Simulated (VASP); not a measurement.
# TiRuC4N4 (P-43m) in VASP: relaxation of cell and atoms with PBE

Aim: the relaxation of cell and atoms of TiRuC4N4 with PBE.

Everything below comes from runs of VASP 6.6.1. Logs are shortened: lines on timing, memory, paths and dates and some standing lists are left out, and cuts for length are marked.

### 1 The cell of the first run

The structure is cubic, space group P-43m (No. 215). The conventional cell has a = 5.884 Å, b = 5.884 Å, c = 5.884 Å, α = 90.00°, β = 90.00°, γ = 90.00°. Within 2.7 Å of Ti (site symmetry -43m) lie 4 N at 2.03 Å. Within 2.5 Å of Ru (site symmetry -43m) lie 4 C at 1.90 Å. C (site symmetry 3m) has 1 N at 1.17 Å within 1.6 Å. N (site symmetry 3m) has 1 C at 1.17 Å within 1.6 Å.

### 2 Relaxation of cell and atoms, PBE, collinear spin, ferromagnetic start

Contents of INCAR:

```
SYSTEM = TiRuC4N4
PREC = Accurate
ENCUT = 600
EDIFF = 1E-6
ISMEAR = 0
SIGMA = 0.1
LREAL = .FALSE.
LASPH = .TRUE.
NELM = 150
ALGO = Normal
ISIF = 3
LWAVE = .FALSE.
LCHARG = .FALSE.
ISPIN = 2
MAGMOM = -1 -1 0 0 0 0 0 0 0 0
LORBIT = 11
LMAXMIX = 4
GGA = PE
IBRION = 2
NSW = 90
EDIFFG = -0.04
```

Contents of KPOINTS:

```
regular mesh
0
G
  4 4 4
  0 0 0
```

Contents of POSCAR:

```
TiRuC4N4
1.0
    5.8843539400      0.0000000000      0.0000000000
    0.0000000000      5.8843539400      0.0000000000
    0.0000000000      0.0000000000      5.8843539400
Ti Ru C N
1 1 4 4
Direct
    0.5000000000      0.5000000000      0.5000000000
    0.0000000000      0.0000000000      0.0000000000
    0.1860282600      0.1860282600      0.1860282600
    0.1860282600      0.8139717400      0.8139717400
    0.8139717400      0.1860282600      0.8139717400
    0.8139717400      0.8139717400      0.1860282600
    0.3008241800      0.3008241800      0.3008241800
    0.3008241800      0.6991758200      0.6991758200
    0.6991758200      0.3008241800      0.6991758200
    0.6991758200      0.6991758200      0.3008241800
```

Potentials or basis: VASP PAW PBE potentials, release 64 (Ti_sv, Ru_pv, C, N).

Command:

```sh
$ cat potpaw_PBE.64/Ti_sv/POTCAR potpaw_PBE.64/Ru_pv/POTCAR potpaw_PBE.64/C/POTCAR potpaw_PBE.64/N/POTCAR > POTCAR
$ mpirun -np 1 vasp_std > vasp.out
```

OUTCAR:

```text
SYSTEM = TiRuC4N4
   PREC = Accurate
   ENCUT = 600
   EDIFF = 1E-6
   ISMEAR = 0
   LREAL = .FALSE.
   LASPH = .TRUE.
   NELM = 150
   ISIF = 3
   ISPIN = 2
   LORBIT = 11
   GGA = PE
   IBRION = 2
   NSW = 90
   EDIFFG = -0.04

 ion  position               nearest neighbor table
   1  0.500  0.500  0.500-   7 2.03   8 2.03   9 2.03  10 2.03
   2  0.000  0.000  0.000-   3 1.90   4 1.90   5 1.90   6 1.90
   3  0.186  0.186  0.186-   7 1.17   2 1.90
   4  0.186  0.814  0.814-   8 1.17   2 1.90
   5  0.814  0.186  0.814-   9 1.17   2 1.90
   6  0.814  0.814  0.186-  10 1.17   2 1.90
   7  0.301  0.301  0.301-   3 1.17   1 2.03
   8  0.301  0.699  0.699-   4 1.17   1 2.03
   9  0.699  0.301  0.699-   5 1.17   1 2.03
  10  0.699  0.699  0.301-   6 1.17   1 2.03

  LATTYP: Found a simple cubic cell.
 ALAT       =     5.8843539400

  Lattice vectors:

 A1 = (   5.8843539400,   0.0000000000,   0.0000000000)
 A2 = (   0.0000000000,   5.8843539400,   0.0000000000)
 A3 = (   0.0000000000,   0.0000000000,   5.8843539400)

Analysis of symmetry for initial positions (statically):
=====================================================================
 Subroutine PRICEL returns:
 Original cell was already a primitive cell.

 Routine SETGRP: Setting up the symmetry group for a
 simple cubic supercell.

 Subroutine GETGRP returns: Found 24 space group operations
 (whereof 24 operations were pure point group operations)
 out of a pool of 48 trial point group operations.

The static configuration has the point symmetry T_d .

Analysis of symmetry for dynamics (positions and initial velocities):
=====================================================================
 Subroutine PRICEL returns:
 Original cell was already a primitive cell.

 Routine SETGRP: Setting up the symmetry group for a
 simple cubic supercell.

 Subroutine GETGRP returns: Found 24 space group operations
 (whereof 24 operations were pure point group operations)
 out of a pool of 48 trial point group operations.

The dynamic configuration has the point symmetry T_d .

Analysis of structural, dynamic, and magnetic symmetry:
=====================================================================
 Subroutine PRICEL returns:
 Original cell was already a primitive cell.

 Routine SETGRP: Setting up the symmetry group for a
 simple cubic supercell.

 Subroutine GETGRP returns: Found 24 space group operations
 (whereof 24 operations were pure point group operations)
 out of a pool of 48 trial point group operations.

The overall configuration has the point symmetry T_d .

 Subroutine INISYM returns: Found 24 space group operations
 (whereof 24 operations are pure point group operations),
 and found     1 'primitive' translations

[... 149 lines left out ...]
  FORCE on cell =-STRESS in cart. coord.  units (eV):
  Direction    XX          YY          ZZ          XY          YZ          ZX
  --------------------------------------------------------------------------------------
  -------------------------------------------------------------------------------------
  Total        2.9539557      2.9539557      2.9539557      0.0000000     -0.0000000     -0.0000000
  in kB       23.2283412     23.2283412     23.2283412      0.0000000     -0.0000000     -0.0000000
  external PRESSURE =      23.2283412 kB  Pullay stress =       0.0000000 kB
[... 75 lines left out ...]
--------------------------------------- Ionic step        3  -------------------------------------------

 number of electron      61.9999994 magnetization      -1.7384075

 E-fermi :  -0.0386     XC(G=0):  -7.4158

 val. band max:       -0.0428018806   @ k =   0.2500   0.2500   0.0000
 cond. band min:       0.0270136932   @ k =   0.2500   0.0000   0.0000
 fundamental gap:      0.0698155737
 Fermi energy:        -0.0386250726

 spin component 1

 k-point     1 :       0.0000    0.0000    0.0000
  band No.  band energies     occupation
      1     -57.8354      1.00000
      2     -43.1248      1.00000
      3     -43.1248      1.00000
      4     -43.1248      1.00000
      5     -34.0742      1.00000
      6     -34.0742      1.00000
[... 849 lines left out ...]
  FREE ENERGIE OF THE ION-ELECTRON SYSTEM (eV)
  ---------------------------------------------------
  free  energy   TOTEN  =       -84.6538569354 eV

  energy  without entropy=      -84.6189515549  energy(sigma->0) =      -84.63640425

[... ionic steps 4 to 8 ...]

--------------------------------------- Ionic step        9  -------------------------------------------

 number of electron      62.0000014 magnetization      -1.9545504

------------------------ aborting loop because EDIFF is reached ----------------------------------------
[... 83 lines left out ...]
--------------------------------------- Ionic step       11  -------------------------------------------

 number of electron      62.0000015 magnetization      -1.9560561

 Free energy of the ion-electron system (eV)
  ---------------------------------------------------
  ext. energy  EPLUGINS =         0.00000000
  ---------------------------------------------------
  free energy    TOTEN  =       -85.37228243 eV

  energy without entropy =      -85.34767752  energy(sigma->0) =      -85.35997997

 E-fermi :   0.3593     XC(G=0):  -7.5486

 val. band max:        0.3587755868   @ k =   0.5000   0.5000   0.2500
 cond. band min:       0.3857750342   @ k =   0.0000   0.0000   0.0000
 fundamental gap:      0.0269994473
 Fermi energy:         0.3592865298

 spin component 1

 k-point     1 :       0.0000    0.0000    0.0000
  band No.  band energies     occupation
      1     -57.4004      1.00000
      2     -42.4692      1.00000
      3     -42.4692      1.00000
      4     -42.4692      1.00000
      5     -33.6795      1.00000
      6     -33.6795      1.00000
[... 849 lines left out ...]
  FREE ENERGIE OF THE ION-ELECTRON SYSTEM (eV)
  ---------------------------------------------------
  free  energy   TOTEN  =       -85.3722824277 eV

  energy  without entropy=      -85.3476775210  energy(sigma->0) =      -85.35997997

 reached required accuracy - stopping structural energy minimisation

 total charge

# of ion       s       p       d       tot
------------------------------------------
    1        2.227   6.232   1.876  10.335
    2        0.437   6.451   6.014  12.902
    3        0.944   1.579   0.000   2.523
    4        0.944   1.579   0.000   2.523
    5        0.944   1.579   0.000   2.523
    6        0.944   1.579   0.000   2.523
    7        1.289   2.610   0.000   3.899
    8        1.289   2.610   0.000   3.899
    9        1.289   2.610   0.000   3.899
   10        1.289   2.610   0.000   3.899
--------------------------------------------------
tot         11.597  29.437   7.890  48.924

 magnetization (x)

# of ion       s       p       d       tot
------------------------------------------
    1       -0.001  -0.006  -0.082  -0.089
    2       -0.002  -0.114  -0.635  -0.751
    3       -0.010  -0.020   0.000  -0.030
    4       -0.010  -0.020   0.000  -0.030
    5       -0.010  -0.020   0.000  -0.030
    6       -0.010  -0.020   0.000  -0.030
    7       -0.004  -0.069   0.000  -0.074
    8       -0.004  -0.069   0.000  -0.074
    9       -0.004  -0.069   0.000  -0.074
   10       -0.004  -0.069   0.000  -0.074
--------------------------------------------------
tot         -0.060  -0.476  -0.717  -1.253
```

CONTCAR:

```text
TiRuC4N4
   1.00000000000000
     5.8295479295817660    0.0000000000000000    0.0000000000000000
    -0.0000000000000000    5.8295479295817660    0.0000000000000000
    -0.0000000000000000   -0.0000000000000000    5.8295479295817660
  Ti              Ru              C               N
     1     1     4     4
Direct
     0.5000000000000000    0.5000000000000000    0.5000000000000000
     0.0000000000000000    0.0000000000000000    0.0000000000000000
     0.1900356138035058    0.1900356138035058    0.1900356138035058
     0.1900356138035058    0.8099643861964941    0.8099643861964941
     0.8099643861964941    0.1900356138035058    0.8099643861964941
     0.8099643861964941    0.8099643861964941    0.1900356138035058
     0.3092438672938594    0.3092438672938594    0.3092438672938594
     0.3092438672938594    0.6907561327061407    0.6907561327061407
     0.6907561327061407    0.3092438672938594    0.6907561327061407
     0.6907561327061407    0.6907561327061407    0.3092438672938594

  0.00000000E+00  0.00000000E+00  0.00000000E+00
  0.00000000E+00  0.00000000E+00  0.00000000E+00
  0.00000000E+00  0.00000000E+00  0.00000000E+00
  0.00000000E+00  0.00000000E+00  0.00000000E+00
  0.00000000E+00  0.00000000E+00  0.00000000E+00
  0.00000000E+00  0.00000000E+00  0.00000000E+00
  0.00000000E+00  0.00000000E+00  0.00000000E+00
  0.00000000E+00  0.00000000E+00  0.00000000E+00
  0.00000000E+00  0.00000000E+00  0.00000000E+00
  0.00000000E+00  0.00000000E+00  0.00000000E+00
```

It took 34 min on 1 thread of Oxide Virtual Turin-like, shared host; peak memory 0.48 GiB.

Results:

```yaml
Free_energy: -85.3723 eV
Relaxed_volume: 19.81 Å³/atom
Relaxed_cell: a = 5.830 Å, b = 5.830 Å, c = 5.830 Å, α = 90.00°, β = 90.00°, γ = 90.00°
Space_group_after_relaxing_to_0.1_Å: P-43m (No. 215)
Pressure_after_relaxing: 0.1 GPa
Largest_force_after_relaxing: 0.028 eV/Å
Net_moment: -1.96 μB per cell
Site_moments: Ti -0.09; Ru -0.75; C -0.03; N -0.07 μB
Valence_electrons_inside_the_program's_atomic_spheres: Ti 10.34; Ru 12.90; C 2.52; N 3.90
```

Forces in eV/Å, atoms in the order of the input:
```
Ti   0.000  0.000  0.000
Ru   0.000  0.000  0.000
C    0.016  0.016  0.016
C    0.016 -0.016 -0.016
C   -0.016  0.016 -0.016
C   -0.016 -0.016  0.016
N    0.013  0.013  0.013
N    0.013 -0.013 -0.013
N   -0.013  0.013 -0.013
N   -0.013 -0.013  0.013
```

Final structure:
```xyz
10
Lattice="5.8295 0.0000 0.0000 0.0000 5.8295 0.0000 0.0000 0.0000 5.8295" Properties=species:S:1:pos:R:3 pbc="T T T"
Ti    2.9148    2.9148    2.9148
Ru    0.0000    0.0000    0.0000
C     1.1078    1.1078    1.1078
C     1.1078    4.7217    4.7217
C     4.7217    1.1078    4.7217
C     4.7217    4.7217    1.1078
N     1.8028    1.8028    1.8028
N     1.8028    4.0268    4.0268
N     4.0268    1.8028    4.0268
N     4.0268    4.0268    1.8028
```
